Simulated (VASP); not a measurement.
# Sn2PI in VASP: further runs

Sn2PI is run at these levels: PBE; tasks: single point.

Everything below comes from runs of VASP 6.6.1. Logs are shortened: lines on timing, memory, paths and dates and some standing lists are left out, and cuts for length are marked.

## Step 1: The cell of the first run

The cell holds a sheet with vacuum, 4 atoms: a = 4.160 Å, b = 4.160 Å, c = 20.000 Å, α = 90.00°, β = 90.00°, γ = 120.00°.

## Step 2: Single point, PBE

INCAR reads:

```
ALGO = Normal
DIPOL = 0.5 0.5 0.502
EDIFF = 1E-6
ENCUT = 520
GGA = PE
IDIPOL = 3
ISIF = 2
ISMEAR = 0
LASPH = True
LCHARG = False
LDIPOL = True
LREAL = False
LWAVE = False
NBANDS = 28
NELM = 60
PREC = Accurate
SIGMA = 0.1
```

KPOINTS reads:

```
k-points
0
Gamma
  6 6 1
```

POSCAR reads:

```
Sn2PI
1.0
    4.1604083100      0.0000000000      0.0000000000
   -2.0802036000      3.6030186700      0.0000000000
    0.0000000000      0.0000000000     20.0000000000
Sn P I
2 1 1
Direct
    0.0000000000      0.0000000000      0.4359067100
    0.0000000000      0.0000000000      0.5739268800
    0.6666666700      0.3333333300      0.6315243600
    0.6666666700      0.3333333300      0.3684756400
```

Potentials or basis: VASP PAW PBE potentials, release 64 (Sn_d, P, I).

Run with:

```sh
cat potpaw_PBE.64/Sn_d/POTCAR potpaw_PBE.64/P/POTCAR potpaw_PBE.64/I/POTCAR > POTCAR
mpirun -np 1 vasp_std > vasp.out
```

OUTCAR:

```text
EDIFF = 1E-6
   ENCUT = 520
   GGA = PE
   ISIF = 2
   ISMEAR = 0
   LASPH = True
   LREAL = False
   NELM = 60
   PREC = Accurate

 ion  position               nearest neighbor table
   1  0.000  0.000  0.436-   4 2.75   4 2.75   4 2.75   2 2.76
   2  0.000  0.000  0.574-   3 2.66   3 2.66   3 2.66   1 2.76
   3  0.667  0.333  0.632-   2 2.66   2 2.66   2 2.66
   4  0.667  0.333  0.368-   1 2.75   1 2.75   1 2.75

  LATTYP: Found a hexagonal cell.
 ALAT       =     4.1604083100
 C/A-ratio  =     4.8072204721

  Lattice vectors:

 A1 = (   4.1604083100,   0.0000000000,   0.0000000000)
 A2 = (  -2.0802036000,   3.6030186700,   0.0000000000)
 A3 = (   0.0000000000,   0.0000000000,  20.0000000000)

Analysis of symmetry for initial positions (statically):
=====================================================================
 Subroutine PRICEL returns:
 Original cell was already a primitive cell.

 Routine SETGRP: Setting up the symmetry group for a
 hexagonal supercell.

 Subroutine GETGRP returns: Found  6 space group operations
 (whereof  6 operations were pure point group operations)
 out of a pool of 24 trial point group operations.

The static configuration has the point symmetry C_3v.

Analysis of symmetry for dynamics (positions and initial velocities):
=====================================================================
 Subroutine PRICEL returns:
 Original cell was already a primitive cell.

 Routine SETGRP: Setting up the symmetry group for a
 hexagonal supercell.

 Subroutine GETGRP returns: Found  6 space group operations
 (whereof  6 operations were pure point group operations)
 out of a pool of 24 trial point group operations.

The dynamic configuration has the point symmetry C_3v.

 Subroutine INISYM returns: Found  6 space group operations
 (whereof  6 operations are pure point group operations),
 and found     1 'primitive' translations

----------------------------------------------------------------------------------------

                                     Primitive cell

  volume of cell :     299.8006

  direct lattice vectors                    reciprocal lattice vectors
     4.160408310  0.000000000  0.000000000     0.240361024  0.138772488  0.000000000
    -2.080203600  3.603018670  0.000000000     0.000000000  0.277545051  0.000000000
[... 76 lines left out ...]
   NFREE  =      0    steps in history (QN), initial steepest desc. (CG)
   ISIF   =      2    stress and relaxation
   ISYM   =      2    0-nonsym 1-usesym 2-fastsym
   POTIM  = 0.5000    time-step for ionic-motion
   TEBEG  =    0.0;   TEEND  =   0.0 temperature during run
   PSTRESS=    0.0 pullay stress
   NELECT =      40.0000    total number of electrons
   NUPDOWN=      -1.0000    fix difference up-down
   EMIN   =  10.00;   EMAX   =-10.00  energy-range for DOS
   EFERMI =   0.00;   METHOD = LEGACY
   ISMEAR =     0;   SIGMA  =   0.10  broadening in eV -4-tet -1-fermi 0-gaus
   EFERMI_NEDOS =   21; number of points for ismear=-14 and -15
   IALGO  =     38    algorithm
   IMIX   =      4    mixing-type and parameters
     AMIX     =   0.40;   BMIX     =  1.00
     AMIX_MAG =   1.60;   BMIX_MAG =  1.00
  volume/ion in A,a.u.               =      74.95       505.79
  Fermi-wavevector in a.u.,A,eV,Ry     =   0.836535  1.580822  9.521227  0.699790
  Thomas-Fermi vector in A             =   1.950275
   LORBIT       =      0    0 simple, 1 ext, 2 COOP (PROOUT), +10 PAW based schemes
   GGA     = PE    functional components
   LHFCALC =     F    Hartree Fock is set to
   AEXX    =    0.0000 exact exchange contribution
   IVDW    =     0    specifies the selected vdW correction
   LEPSILON=     F    determine dielectric tensor
   LRPA    =     F    only Hartree local field effects (RPA)
 non-spin polarized calculation
 Gauss-broadening in eV      SIGMA  =   0.10
  energy-cutoff  :      520.00
  volume of cell :      299.80
 maximum number of plane-waves:      8112
 NGX is ok and might be reduce to    32
   NGX = 15   NGY = 15   NGZ = 75

 dipolmoment           0.000000      0.000000     -0.000006 electrons x Angstroem

 number of electron      40.0000016 magnetization

 dipolmoment           0.000000      0.000000      0.136288 electrons x Angstroem

 Free energy of the ion-electron system (eV)
  ---------------------------------------------------
  ext. energy  EPLUGINS =         0.00000000
  ---------------------------------------------------
  free energy    TOTEN  =       -12.37214636 eV

  energy without entropy =      -12.35576720  energy(sigma->0) =      -12.36395678

 E-fermi :   0.1555     XC(G=0):  -4.2515

 val. band max:        0.0314999460   @ k =   0.3333   0.3333   0.0000
 cond. band min:       0.1612189822   @ k =   0.1667   0.1667   0.0000
 fundamental gap:      0.1297190362
 Fermi energy:         0.1555388005

 k-point     1 :       0.0000    0.0000    0.0000
  band No.  band energies     occupation
      1     -22.2635      2.00000
      2     -22.2635      2.00000
      3     -22.2169      2.00000
      4     -22.1631      2.00000
      5     -22.1631      2.00000
      6     -21.5845      2.00000
[... 206 lines left out ...]
     27       4.9715      0.00000
     28       5.5614      0.00000

------------------------ aborting loop because EDIFF is reached ----------------------------------------

 vacuum level on the upper side and lower side of the slab       (xc-potential included)         0.697        -0.925

  FORCE on cell =-STRESS in cart. coord.  units (eV):
  Direction    XX          YY          ZZ          XY          YZ          ZX
  --------------------------------------------------------------------------------------
  -------------------------------------------------------------------------------------
  Total        6.0992452      6.0992431      8.3736920      0.0000009      0.0000000      0.0000000
  in kB       32.5952422     32.5952311     44.7502125      0.0000050      0.0000000      0.0000000
  external PRESSURE =      36.6468952 kB  Pullay stress =       0.0000000 kB

 VOLUME and BASIS-vectors are now :
 -----------------------------------------------------------------------------
  energy-cutoff  :      520.00
  volume of cell :      299.80
      direct lattice vectors                 reciprocal lattice vectors
     4.160408310  0.000000000  0.000000000     0.240361024  0.138772488  0.000000000
    -2.080203600  3.603018670  0.000000000     0.000000000  0.277545051  0.000000000
     0.000000000  0.000000000 20.000000000     0.000000000  0.000000000  0.050000000

 POSITION                                       TOTAL-FORCE (eV/Angst)
 -----------------------------------------------------------------------------------
      0.00000      0.00000      8.71813         0.000000     -0.000000      1.212702
      0.00000      0.00000     11.47854        -0.000000      0.000000      1.890404
      2.08020      1.20101     12.63049        -0.000000     -0.000000     -0.192451
      2.08020      1.20101      7.36951        -0.000000     -0.000000     -2.910655
 -----------------------------------------------------------------------------------
    total drift:                               -0.000003      0.000019      0.000306

  FREE ENERGIE OF THE ION-ELECTRON SYSTEM (eV)
  ---------------------------------------------------
  free  energy   TOTEN  =       -12.3721463610 eV

  energy  without entropy=      -12.3557672045  energy(sigma->0) =      -12.36395678

 vacuum level on the upper side and lower side of the slab         4.987         3.321
```

stdout:

```text
POSCAR found type information on POSCAR SnP I
 POSCAR found :  3 types and       4 ions
 scaLAPACK will be used
 LDA part: xc-table for (Slater+PW92), standard interpolation
 POSCAR, INCAR and KPOINTS ok, starting setup
 FFT: planning ... GRIDC
 FFT: planning ... GRID_SOFT
 FFT: planning ... GRID
 WAVECAR not read
 entering main loop
```

Wall time 64 s (1 thread of Intel Xeon 6975P-C (Granite Rapids), shared host); peak memory 0.41 GiB.

What came out:

```
Free energy            : -12.3721 eV
Largest force          : 2.911 eV/Å
Band gap on the k mesh : zero (band 20 reaches 0.16 eV, above the bottom of band 21 at 0.03 eV)
```

Forces on the atoms (eV/Å):
```
Sn   0.000  0.000  1.213
Sn   0.000  0.000  1.890
P    0.000  0.000 -0.192
I    0.000  0.000 -2.911
```

Levels at points of the mesh, in eV from the Fermi level:
| k point | band 16 | band 17 | band 18 | band 19 | band 20 | band 21 | band 22 | band 23 | band 24 | band 25 |
| --- | --- | --- | --- | --- | --- | --- | --- | --- | --- | --- |
| (0.00, 0.00, 0.00) | -4.14 | -2.62 | -1.36 | -1.36 | -0.78 | 0.09 | 1.06 | 1.06 | 2.66 | 2.96 |
| (0.50, 0.00, 0.00) | -5.13 | -4.13 | -2.51 | -2.43 | -1.07 | 0.02 | 1.51 | 1.81 | 1.83 | 4.26 |

Caveat: spin-orbit coupling is left out, which moves the levels of the heavy elements.

## Step 3: Single point, PBE

This run uses another cell than the first one, of 125.86 Å³/atom, 1.679 times its volume.

INCAR reads:

```
PREC = Accurate
ENCUT = 520
EDIFF = 1E-6
ISMEAR = 0
SIGMA = 0.1
LREAL = F
LASPH = T
NELM = 100
ALGO = Normal
ISIF = 2
LWAVE = F
LCHARG = F
LDIPOL = T
IDIPOL = 3
DIPOL = 0.5 0.5 0.272
GGA = PE
NBANDS = 28
```

KPOINTS reads:

```
Automatic mesh
0
Gamma
  12 12 1
```

POSCAR reads:

```
Sn2PI
1.0
    3.9686910247     -0.0000003056      0.0000000000
   -1.9843452477      3.4369874000      0.0000000000
    0.0000000000      0.0000000000     36.9088187404
Sn P I
2 1 1
Direct
    0.0000000000      0.0000000000      0.2360226937
    0.0000000000      0.0000000000      0.3229325730
    0.6666666667      0.3333333333      0.3539638817
    0.6666666667      0.3333333333      0.1761612711
```

Potentials or basis: VASP PAW PBE potentials, release 64 (Sn_d, P, I).

Run with:

```sh
cat potpaw_PBE.64/Sn_d/POTCAR potpaw_PBE.64/P/POTCAR potpaw_PBE.64/I/POTCAR > POTCAR
mpirun -np 1 vasp_std > vasp.out
```

OUTCAR:

```text
PREC = Accurate
   ENCUT = 520
   EDIFF = 1E-6
   ISMEAR = 0
   LREAL = F
   LASPH = T
   NELM = 100
   ISIF = 2
   GGA = PE

 ion  position               nearest neighbor table
   1  0.000  0.000  0.236-   4 3.18   4 3.18   4 3.18   2 3.21
   2  0.000  0.000  0.323-   3 2.56   3 2.56   3 2.56   1 3.21
   3  0.667  0.333  0.354-   2 2.56   2 2.56   2 2.56
   4  0.667  0.333  0.176-   1 3.18   1 3.18   1 3.18

  LATTYP: Found a hexagonal cell.
 ALAT       =     3.9686910247
 C/A-ratio  =     9.2999980373

  Lattice vectors:

 A1 = (   3.9686910247,  -0.0000003056,   0.0000000000)
 A2 = (  -1.9843452477,   3.4369874000,   0.0000000000)
 A3 = (   0.0000000000,   0.0000000000,  36.9088187404)

Analysis of symmetry for initial positions (statically):
=====================================================================
 Subroutine PRICEL returns:
 Original cell was already a primitive cell.

 Routine SETGRP: Setting up the symmetry group for a
 hexagonal supercell.

 Subroutine GETGRP returns: Found  6 space group operations
 (whereof  6 operations were pure point group operations)
 out of a pool of 24 trial point group operations.

The static configuration has the point symmetry C_3v.
[... 169 lines left out ...]
 Fermi energy:        -2.4258507414

 k-point     1 :       0.0000    0.0000    0.0000
  band No.  band energies     occupation
      1     -24.1810      2.00000
      2     -24.1810      2.00000
      3     -24.1685      2.00000
      4     -24.1501      2.00000
      5     -24.1501      2.00000
      6     -23.6557      2.00000
[... 578 lines left out ...]
     27       3.8279      0.00000
     28       4.7284      0.00000

------------------------ aborting loop because EDIFF is reached ----------------------------------------

 vacuum level on the upper side and lower side of the slab       (xc-potential included)         0.135        -0.146

  FORCE on cell =-STRESS in cart. coord.  units (eV):
  Direction    XX          YY          ZZ          XY          YZ          ZX
  --------------------------------------------------------------------------------------
  -------------------------------------------------------------------------------------
  Total       -0.0580966     -0.0580966     -0.0270010      0.0000000      0.0000000      0.0000000
  in kB       -0.1848868     -0.1848868     -0.0859281      0.0000000      0.0000000      0.0000000
  external PRESSURE =      -0.1519006 kB  Pullay stress =       0.0000000 kB

 VOLUME and BASIS-vectors are now :
 -----------------------------------------------------------------------------
  energy-cutoff  :      520.00
  volume of cell :      503.45
      direct lattice vectors                 reciprocal lattice vectors
     3.968691025 -0.000000306  0.000000000     0.251972259  0.145476226  0.000000000
    -1.984345248  3.436987400  0.000000000     0.000000022  0.290952491  0.000000000
     0.000000000  0.000000000 36.908818740     0.000000000  0.000000000  0.027093796

 POSITION                                       TOTAL-FORCE (eV/Angst)
 -----------------------------------------------------------------------------------
      0.00000      0.00000      8.71132         0.000000     -0.000000      0.005160
      0.00000      0.00000     11.91906         0.000000      0.000000      0.006800
      1.98435      1.14566     13.06439        -0.000000      0.000000     -0.007379
      1.98435      1.14566      6.50190         0.000000      0.000000     -0.004581
 -----------------------------------------------------------------------------------
    total drift:                                0.000000     -0.000000     -0.000005

  FREE ENERGIE OF THE ION-ELECTRON SYSTEM (eV)
  ---------------------------------------------------
  free  energy   TOTEN  =       -14.0034218450 eV

  energy  without entropy=      -13.9846598648  energy(sigma->0) =      -13.99404085

 vacuum level on the upper side and lower side of the slab         2.685         2.399
```

OSZICAR:

```text
N       E                     dE             d eps       ncg     rms          rms(c)
DAV:   1     0.268709033165E+03    0.26871E+03   -0.16997E+04  1336   0.112E+03
DAV:   2     0.147421300928E+02   -0.25397E+03   -0.24993E+03  1272   0.247E+02
DAV:   3    -0.135745881624E+02   -0.28317E+02   -0.28070E+02  1372   0.993E+01
DAV:   4    -0.146270342045E+02   -0.10524E+01   -0.10454E+01  1416   0.219E+01
[... 16 lines left out ...]
DAV:  21    -0.140034144272E+02   -0.44266E-05   -0.87865E-08   932   0.139E-03    0.463E-04
DAV:  22    -0.140034186244E+02   -0.41973E-05   -0.99017E-08   900   0.102E-03    0.311E-04
DAV:  23    -0.140034202906E+02   -0.16662E-05   -0.28114E-08   864   0.604E-04    0.130E-04
DAV:  24    -0.140034213522E+02   -0.10616E-05   -0.17612E-08   804   0.421E-04    0.711E-05
DAV:  25    -0.140034218450E+02   -0.49276E-06   -0.38621E-09   832   0.246E-04
   1 F= -.14003422E+02 E0= -.13994041E+02  d E =-.187620E-01
```

Run time: 4.6 min. Hardware: 1 thread of Intel Xeon 6975P-C (Granite Rapids), shared host; peak memory 0.7 GiB.

Results:

```yaml
Free_energy: -14.0034 eV
Largest_force: 0.007 eV/Å
Band_gap_on_the_k_mesh: zero (band 20 reaches -2.04 eV, above the bottom of band 21 at -2.74 eV)
```

Forces on the atoms (eV/Å):
```
Sn   0.000  0.000  0.005
Sn   0.000  0.000  0.007
P    0.000  0.000 -0.007
I    0.000  0.000 -0.005
```

Levels at points of the mesh, in eV from the Fermi level:
| k point | band 18 | band 19 | band 20 | band 21 | band 22 | band 23 |
| --- | --- | --- | --- | --- | --- | --- |
| (0.00, 0.00, 0.00) | -0.81 | -0.81 | 0.18 | 1.30 | 3.15 | 3.15 |
| (0.50, 0.00, 0.00) | -2.16 | -2.01 | -0.69 | -0.19 | 1.62 | 2.34 |

Caveat: spin-orbit coupling is left out, which moves the levels of the heavy elements.

## Step 4: Single point, PBE

This run uses another cell than the first one, of 125.86 Å³/atom, 1.679 times its volume.

INCAR reads:

```
SYSTEM = Sn2PI
PREC = Accurate ; ENCUT = 520
EDIFF = 1E-6 ; ISMEAR = 0
SIGMA = 0.1 ; LREAL = .False.
LASPH = .True. ; NELM = 60
ALGO = Normal ; ISIF = 2
LWAVE = .False. ; LCHARG = .True.
LDIPOL = .True. ; IDIPOL = 3
DIPOL = 0.5 0.5 0.272 ; GGA = PE
LELF = .True. ; LVHAR = .True.
LVACPOTAV = .True. ; NBANDS = 28
```

KPOINTS reads:

```
regular mesh
0
Gamma
  12 12 1
  0 0 0
```

POSCAR is that of step 3.

Potentials or basis: VASP PAW PBE potentials, release 64 (Sn_d, P, I).

Run with:

```sh
cat potpaw_PBE.64/Sn_d/POTCAR potpaw_PBE.64/P/POTCAR potpaw_PBE.64/I/POTCAR > POTCAR
mpirun -np 1 vasp_std > vasp.out
```

OUTCAR:

```text
SYSTEM = Sn2PI
   PREC = Accurate
   ENCUT = 520
   EDIFF = 1E-6
   ISMEAR = 0
   LREAL = .False.
   LASPH = .True.
   NELM = 60
   ISIF = 2
   GGA = PE

 ion  position               nearest neighbor table
   1  0.000  0.000  0.236-   4 3.18   4 3.18   4 3.18   2 3.21
   2  0.000  0.000  0.323-   3 2.56   3 2.56   3 2.56   1 3.21
   3  0.667  0.333  0.354-   2 2.56   2 2.56   2 2.56
   4  0.667  0.333  0.176-   1 3.18   1 3.18   1 3.18

  LATTYP: Found a hexagonal cell.
 ALAT       =     3.9686910247
 C/A-ratio  =     9.2999980373

[... 783 lines left out ...]
  --------------------------------------------------------------------------------------
  -------------------------------------------------------------------------------------
  Total       -0.0580966     -0.0580966     -0.0270010      0.0000000      0.0000000      0.0000000
  in kB       -0.1848868     -0.1848868     -0.0859281      0.0000000      0.0000000      0.0000000
  external PRESSURE =      -0.1519006 kB  Pullay stress =       0.0000000 kB

 VOLUME and BASIS-vectors are now :
 -----------------------------------------------------------------------------
  energy-cutoff  :      520.00
  volume of cell :      503.45
      direct lattice vectors                 reciprocal lattice vectors
     3.968691025 -0.000000306  0.000000000     0.251972259  0.145476226  0.000000000
    -1.984345248  3.436987400  0.000000000     0.000000022  0.290952491  0.000000000
     0.000000000  0.000000000 36.908818740     0.000000000  0.000000000  0.027093796

 POSITION                                       TOTAL-FORCE (eV/Angst)
 -----------------------------------------------------------------------------------
      0.00000      0.00000      8.71132         0.000000     -0.000000      0.005160
      0.00000      0.00000     11.91906         0.000000      0.000000      0.006800
      1.98435      1.14566     13.06439        -0.000000      0.000000     -0.007379
      1.98435      1.14566      6.50190         0.000000      0.000000     -0.004581
 -----------------------------------------------------------------------------------
    total drift:                                0.000000     -0.000000     -0.000005

  FREE ENERGIE OF THE ION-ELECTRON SYSTEM (eV)
  ---------------------------------------------------
  free  energy   TOTEN  =       -14.0034218450 eV

  energy  without entropy=      -13.9846598648  energy(sigma->0) =      -13.99404085

 vacuum level on the upper side and lower side of the slab         2.691         2.405
```

It took 4.7 min on 1 thread of Intel Xeon 6975P-C (Granite Rapids), shared host; peak memory 0.7 GiB.

Results:

```
Free energy            : -14.0034 eV
Largest force          : 0.007 eV/Å
Band gap on the k mesh : zero (band 20 reaches -2.04 eV, above the bottom of band 21 at -2.74 eV)
```

Forces in eV/Å, atoms in the order of the input:
```
Sn   0.000  0.000  0.005
Sn   0.000  0.000  0.007
P    0.000  0.000 -0.007
I    0.000  0.000 -0.005
```

Caveat: spin-orbit coupling is left out, which moves the levels of the heavy elements.
